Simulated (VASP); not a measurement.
# AgCl (I-4m2) in VASP: notebook

AgCl is run at these levels: PBE, r2SCAN; tasks: single point.

Program: VASP 6.6.1. These are calculated values, not measurements. Logs are shortened: lines on timing, memory, paths and dates and some standing lists are left out, and cuts for length are marked.

## (1) The cell of the first run

The structure is tetragonal, space group I-4m2 (No. 119). The conventional cell has a = 4.021 Å, b = 4.021 Å, c = 6.535 Å, α = 90.00°, β = 90.00°, γ = 90.00°. Within 3.4 Å of Ag (site symmetry -4m2) lie 4 Cl at 2.59 Å. Cl (site symmetry -4m2) has 4 Ag at 2.59 Å within 3.4 Å.

## (2) Single point, PBE (epitaxial xy strain -5.0%)

The input, INCAR:

```
PREC = Accurate ; ENCUT = 520
EDIFF = 1E-7 ; ISMEAR = -1
SIGMA = 0.02 ; LREAL = False
LASPH = True ; NELM = 80
ALGO = Normal ; ISIF = 2
LWAVE = False ; LCHARG = True
GGA = PE ; LELF = True
LVHAR = True ; NBANDS = 16
```

The input, KPOINTS:

```
Automatic mesh
0
Gamma
  8 8 8
```

The input, POSCAR:

```
AgCl
1.0
    0.0000000000      2.8436018663      3.2677105488
    2.8436018663      0.0000000000      3.2677105488
    2.8436018663      2.8436018663      0.0000000000
Ag Cl
1 1
Direct
    0.0000000000      0.0000000000      0.0000000000
    0.2500000000      0.2500000000      0.2500000000
```

Potentials or basis: VASP PAW PBE potentials, release 64 (Ag, Cl).

Command:

```console
cat potpaw_PBE.64/Ag/POTCAR potpaw_PBE.64/Cl/POTCAR > POTCAR
mpirun -np 1 vasp_std > vasp.out
```

OUTCAR:

```text
PREC = Accurate
   ENCUT = 520
   EDIFF = 1E-7
   ISMEAR = -1
   LREAL = False
   LASPH = True
   NELM = 80
   ISIF = 2
   GGA = PE

 ion  position               nearest neighbor table
   1  0.000  0.000  0.000-   2 2.59   2 2.59   2 2.59   2 2.59
   2  0.250  0.250  0.250-   1 2.59   1 2.59   1 2.59   1 2.59

  LATTYP: Found a body centered tetragonal cell.
 ALAT       =     4.0214603253
 C/A-ratio  =     1.6251362861

  Lattice vectors:

 A1 = (  -2.8436018663,   0.0000000000,   3.2677105488)
 A2 = (   2.8436018663,   0.0000000000,   3.2677105488)
 A3 = (   0.0000000000,   2.8436018663,  -3.2677105488)

Analysis of symmetry for initial positions (statically):
=====================================================================
 Subroutine PRICEL returns:
 Original cell was already a primitive cell.

 Routine SETGRP: Setting up the symmetry group for a
 body centered tetragonal supercell.

 Subroutine GETGRP returns: Found  8 space group operations
 (whereof  8 operations were pure point group operations)
 out of a pool of 16 trial point group operations.

The static configuration has the point symmetry D_2d.

Analysis of symmetry for dynamics (positions and initial velocities):
=====================================================================
 Subroutine PRICEL returns:
 Original cell was already a primitive cell.

 Routine SETGRP: Setting up the symmetry group for a
 body centered tetragonal supercell.

 Subroutine GETGRP returns: Found  8 space group operations
 (whereof  8 operations were pure point group operations)
 out of a pool of 16 trial point group operations.

The dynamic configuration has the point symmetry D_2d.

 Subroutine INISYM returns: Found  8 space group operations
 (whereof  8 operations are pure point group operations),
 and found     1 'primitive' translations

----------------------------------------------------------------------------------------

                                     Primitive cell

  volume of cell :      52.8459

  direct lattice vectors                    reciprocal lattice vectors
     0.000000000  2.843601866  3.267710549    -0.175833335  0.175833335  0.153012329
     2.843601866  0.000000000  3.267710549     0.175833335 -0.175833335  0.153012329
     2.843601866  2.843601866  0.000000000     0.175833335  0.175833335 -0.153012329

  length of vectors
     4.331743737  4.331743737  4.021460325     0.291971739  0.291971739  0.291971739

  position of ions in fractional coordinates (direct lattice)
     0.000000000  0.000000000  0.000000000
     0.250000000  0.250000000  0.250000000

  ion indices of the primitive-cell ions
   primitive index   ion index
                 1           1
                 2           2

----------------------------------------------------------------------------------------

 KPOINTS: Automatic mesh

Automatic generation of k-mesh.
 Grid dimensions read from file:
 generate k-points for:    8    8    8

 Generating k-lattice:

  Cartesian coordinates                     Fractional coordinates (reciprocal lattice)
    -0.021979167  0.021979167  0.019126541     0.125000000 -0.000000000  0.000000000
     0.021979167 -0.021979167  0.019126541    -0.000000000  0.125000000  0.000000000
     0.021979167  0.021979167 -0.019126541     0.000000000  0.000000000  0.125000000

  Length of vectors
     0.036496467  0.036496467  0.036496467

  Shift w.r.t. Gamma in fractional coordinates (k-lattice)
     0.000000000  0.000000000  0.000000000

 Subroutine IBZKPT returns following result:
 ===========================================

 Found     59 irreducible k-points:

 Following reciprocal coordinates:
            Coordinates               Weight
  0.000000  0.000000  0.000000      1.000000
  0.125000  0.000000  0.000000      8.000000
  0.250000  0.000000  0.000000      8.000000
  0.375000  0.000000  0.000000      8.000000
  0.500000  0.000000  0.000000      4.000000
  0.125000  0.125000  0.000000      2.000000
[... 16 lines left out ...]
  0.250000  0.000000  0.125000     16.000000
  0.375000  0.000000  0.125000     16.000000
 [... further k-points ...]
   k-points           NKPTS =     59   k-points in BZ     NKDIM =     59   number of bands    NBANDS=     16
   number of dos      NEDOS =    301   number of ions     NIONS =      2
   total plane-waves  NPLWV =  30720
   dimension x,y,z NGX =    32 NGY =   32 NGZ =   30
   dimension x,y,z NGXF=    64 NGYF=   64 NGZF=   60
   ions per type =               1   1
   NGX,Y,Z   is equivalent  to a cutoff of  12.28, 12.28, 12.40 a.u.
   NGXF,Y,Z  is equivalent  to a cutoff of  24.56, 24.56, 24.80 a.u.
 SYSTEM =  unknown system
   PREC   = accura    normal or accurate (medium, high low for compatibility)
   ISTART =      0    job   : 0-new  1-cont  2-samecut
   ICHARG =      2    charge: 1-file 2-atom 10-const
   ISPIN  =      1    spin polarized calculation?
   LNONCOLLINEAR =      F non collinear calculations
   LSORBIT =      F    spin-orbit coupling
   LASPH  =      T    aspherical Exc in radial PAW
   ENCUT  =  520.0 eV  38.22 Ry    6.18 a.u.   8.05  8.05  7.48*2*pi/ulx,y,z
   NELM   =     80;   NELMIN=  2; NELMDL= -5     # of ELM steps
   EDIFF  = 0.1E-06   stopping-criterion for ELM
   LREAL  =      F    real-space projection
   EDIFFG = 0.1E-05   stopping-criterion for IOM
   NSW    =      0    number of steps for IOM
   IBRION =     -1    ionic relax: 0-MD 1-quasi-New 2-CG
   NFREE  =      0    steps in history (QN), initial steepest desc. (CG)
   ISIF   =      2    stress and relaxation
   ISYM   =      2    0-nonsym 1-usesym 2-fastsym
   POTIM  = 0.5000    time-step for ionic-motion
   TEBEG  =    0.0;   TEEND  =   0.0 temperature during run
   PSTRESS=    0.0 pullay stress
   NELECT =      18.0000    total number of electrons
   NUPDOWN=      -1.0000    fix difference up-down
   EMIN   =  10.00;   EMAX   =-10.00  energy-range for DOS
   EFERMI =   0.00;   METHOD = LEGACY
   ISMEAR =    -1;   SIGMA  =   0.02  broadening in eV -4-tet -1-fermi 0-gaus
   EFERMI_NEDOS =   21; number of points for ismear=-14 and -15
   IALGO  =     38    algorithm
   IMIX   =      4    mixing-type and parameters
     AMIX     =   0.40;   BMIX     =  1.00
     AMIX_MAG =   1.60;   BMIX_MAG =  1.00
  volume/ion in A,a.u.               =      26.42       178.31
  Fermi-wavevector in a.u.,A,eV,Ry     =   1.143305  2.160532 17.784793  1.307145
  Thomas-Fermi vector in A             =   2.280000
   LORBIT       =      0    0 simple, 1 ext, 2 COOP (PROOUT), +10 PAW based schemes
   GGA     = PE    functional components
   LHFCALC =     F    Hartree Fock is set to
   AEXX    =    0.0000 exact exchange contribution
   IVDW    =     0    specifies the selected vdW correction
   LEPSILON=     F    determine dielectric tensor
   LRPA    =     F    only Hartree local field effects (RPA)
 non-spin polarized calculation
  energy-cutoff  :      520.00
  volume of cell :       52.85
 maximum number of plane-waves:      1468
   NGX = 17   NGY = 17   NGZ = 15

 number of electron      17.9999999 magnetization

 Free energy of the ion-electron system (eV)
  ---------------------------------------------------
  ext. energy  EPLUGINS =         0.00000000
  ---------------------------------------------------
  free energy    TOTEN  =        -5.43605113 eV

  energy without entropy =       -5.43605113  energy(sigma->0) =       -5.43605113

 E-fermi :   2.3339     XC(G=0):  -8.6309

 val. band max:        1.9135728113   @ k =   0.0000   0.0000   0.0000
 cond. band min:       3.1055426195   @ k =   0.0000   0.0000   0.0000
 fundamental gap:      1.1919698082
 Fermi energy:         2.3339353531

 k-point     1 :       0.0000    0.0000    0.0000
  band No.  band energies     occupation
      1     -13.0072      2.00000
      2      -2.3205      2.00000
      3      -2.1528      2.00000
      4      -2.1528      2.00000
      5      -0.3551      2.00000
      6      -0.2005      2.00000
[... 8 lines left out ...]
     15      14.9688      0.00000
     16      15.0129      0.00000

 k-point     2 :       0.1250    0.0000    0.0000
  band No.  band energies     occupation
      1     -12.9793      2.00000
      2      -2.3382      2.00000
      3      -2.1694      2.00000
      4      -2.1123      2.00000
      5      -0.3463      2.00000
      6      -0.2146      2.00000
[... 8 lines left out ...]
     15      14.6375      0.00000
     16      15.2544      0.00000

 k-point     3 :       0.2500    0.0000    0.0000
  band No.  band energies     occupation
      1     -12.9111      2.00000
      2      -2.3904      2.00000
      3      -2.1648      2.00000
      4      -2.0134      2.00000
      5      -0.3029      2.00000
      6      -0.2375      2.00000
[... 8 lines left out ...]
     15      14.0748      0.00000
     16      14.8312      0.00000

 k-point     4 :       0.3750    0.0000    0.0000
  band No.  band energies     occupation
      1     -12.8418      2.00000
      2      -2.3890      2.00000
      3      -2.1620      2.00000
      4      -1.9139      2.00000
      5      -0.2378      2.00000
      6      -0.2246      2.00000
[... 8 lines left out ...]
     15      14.4324      0.00000
     16      14.8742      0.00000

 k-point     5 :       0.5000    0.0000    0.0000
  band No.  band energies     occupation
      1     -12.8129      2.00000
      2      -2.3516      2.00000
      3      -2.1795      2.00000
      4      -1.8730      2.00000
      5      -0.2282      2.00000
      6      -0.2206      2.00000
[... 8 lines left out ...]
     15      15.0964      0.00000
     16      15.2574      0.00000

 k-point     6 :       0.1250    0.1250    0.0000
  band No.  band energies     occupation
      1     -12.9768      2.00000
      2      -2.3926      2.00000
      3      -2.0841      2.00000
      4      -2.0841      2.00000
      5      -0.3926      2.00000
      6      -0.1873      2.00000
[... 8 lines left out ...]
     15      15.3204      0.00000
     16      15.6648      0.00000

 k-point     7 :       0.2500    0.1250    0.0000
  band No.  band energies     occupation
      1     -12.9269      2.00000
      2      -2.4449      2.00000
      3      -2.0418      2.00000
      4      -1.9890      2.00000
      5      -0.4002      2.00000
      6      -0.1865      2.00000
[... 8 lines left out ...]
     15      14.8966      0.00000
     16      16.0029      0.00000

 k-point     8 :       0.3750    0.1250    0.0000
  band No.  band energies     occupation
      1     -12.8580      2.00000
      2      -2.4346      2.00000
      3      -2.0427      2.00000
      4      -1.8818      2.00000
      5      -0.3372      2.00000
      6      -0.1961      2.00000
[... 8 lines left out ...]
     15      14.8525      0.00000
     16      15.1545      0.00000

 k-point     9 :       0.5000    0.1250    0.0000
  band No.  band energies     occupation
      1     -12.8106      2.00000
      2      -2.3610      2.00000
      3      -2.1074      2.00000
      4      -1.8294      2.00000
      5      -0.2518      2.00000
      6      -0.2179      2.00000
[... 8 lines left out ...]
     15      14.9879      0.00000
     16      15.2230      0.00000
[... 172 lines left out ...]
 k-point    19 :       0.5000    0.3750    0.0000
  band No.  band energies     occupation
      1     -12.7976      2.00000
      2      -2.6417      2.00000
      3      -1.5900      2.00000
      4      -1.5737      2.00000
      5      -0.3766      2.00000
      6      -0.1416      2.00000
[... 8 lines left out ...]
     15      15.5480      0.00000
     16      16.0733      0.00000

 k-point    20 :      -0.3750    0.3750    0.0000
  band No.  band energies     occupation
      1     -12.7822      2.00000
      2      -2.5051      2.00000
      3      -1.7242      2.00000
      4      -1.6248      2.00000
      5      -0.4003      2.00000
      6      -0.2060      2.00000
[... 8 lines left out ...]
     15      15.4114      0.00000
     16      16.2556      0.00000

 k-point    21 :       0.5000    0.5000    0.0000
  band No.  band energies     occupation
      1     -12.7945      2.00000
      2      -2.7114      2.00000
      3      -1.5070      2.00000
      4      -1.5070      2.00000
      5      -0.3611      2.00000
      6      -0.1096      2.00000
[... 8 lines left out ...]
     15      15.2385      0.00000
     16      16.2444      0.00000

 k-point    22 :       0.1250    0.0000    0.1250
  band No.  band energies     occupation
      1     -12.9667      2.00000
      2      -2.3015      2.00000
      3      -2.2534      2.00000
      4      -2.0842      2.00000
      5      -0.3249      2.00000
      6      -0.2344      2.00000
[... 8 lines left out ...]
     15      13.8007      0.00000
     16      15.8072      0.00000

 k-point    23 :       0.2500    0.0000    0.1250
  band No.  band energies     occupation
      1     -12.9097      2.00000
      2      -2.3731      2.00000
      3      -2.2295      2.00000
      4      -2.0023      2.00000
      5      -0.2989      2.00000
      6      -0.2486      2.00000
[... 8 lines left out ...]
     15      13.7016      0.00000
     16      16.0244      0.00000

 k-point    24 :       0.3750    0.0000    0.1250
  band No.  band energies     occupation
      1     -12.8409      2.00000
      2      -2.3879      2.00000
      3      -2.1878      2.00000
      4      -1.9183      2.00000
      5      -0.2787      2.00000
      6      -0.1995      2.00000
[... 8 lines left out ...]
     15      14.3441      0.00000
     16      15.6373      0.00000

 [... further k-points ...]

------------------------ aborting loop because EDIFF is reached ----------------------------------------

  FORCE on cell =-STRESS in cart. coord.  units (eV):
  Direction    XX          YY          ZZ          XY          YZ          ZX
  --------------------------------------------------------------------------------------
  -------------------------------------------------------------------------------------
  Total        0.4377540      0.4377540      0.3256307      0.0000000      0.0000000      0.0000000
  in kB       13.2717915     13.2717915      9.8724457      0.0000000      0.0000000      0.0000000
  external PRESSURE =      12.1386763 kB  Pullay stress =       0.0000000 kB

 VOLUME and BASIS-vectors are now :
 -----------------------------------------------------------------------------
  energy-cutoff  :      520.00
  volume of cell :       52.85
      direct lattice vectors                 reciprocal lattice vectors
     0.000000000  2.843601866  3.267710549    -0.175833335  0.175833335  0.153012329
     2.843601866  0.000000000  3.267710549     0.175833335 -0.175833335  0.153012329
     2.843601866  2.843601866  0.000000000     0.175833335  0.175833335 -0.153012329

 POSITION                                       TOTAL-FORCE (eV/Angst)
 -----------------------------------------------------------------------------------
      0.00000      0.00000      0.00000         0.000000      0.000000     -0.000000
      1.42180      1.42180      1.63386        -0.000000     -0.000000      0.000000
 -----------------------------------------------------------------------------------
    total drift:                               -0.000002     -0.000002      0.000002

  FREE ENERGIE OF THE ION-ELECTRON SYSTEM (eV)
  ---------------------------------------------------
  free  energy   TOTEN  =        -5.4360511346 eV

  energy  without entropy=       -5.4360511346  energy(sigma->0) =       -5.43605113
```

Run time: 19 s. Hardware: 1 thread of AMD EPYC 9R45 (Zen 5), shared host; peak memory 0.18 GiB.

What came out:

```
Free energy            : -5.4361 eV
Pressure               : 1.2 GPa
Band gap on the k mesh : 1.19 eV
```

Levels at points of the mesh, in eV from the valence-band top:
```
           k point  band 6  band 7  band 8  band 9  band 10  band 11  band 12  band 13
(0.00, 0.00, 0.00)   -2.11   -0.25    0.00    0.00     1.19     8.05     8.23     8.23
(0.50, 0.00, 0.00)   -2.13   -1.98   -0.66   -0.59     3.65     6.65     8.11     9.02
(0.50, 0.50, 0.00)   -2.02   -2.00   -1.42   -1.42     4.95     5.55     8.35    11.12
(0.50, 0.00, 0.50)   -2.08   -1.58   -1.58   -1.17     4.71     5.28     9.05     9.77
```

Caveat: the cell differs from its parent crystal (epitaxial xy strain -5.0%).

[end of part 1 of 2]
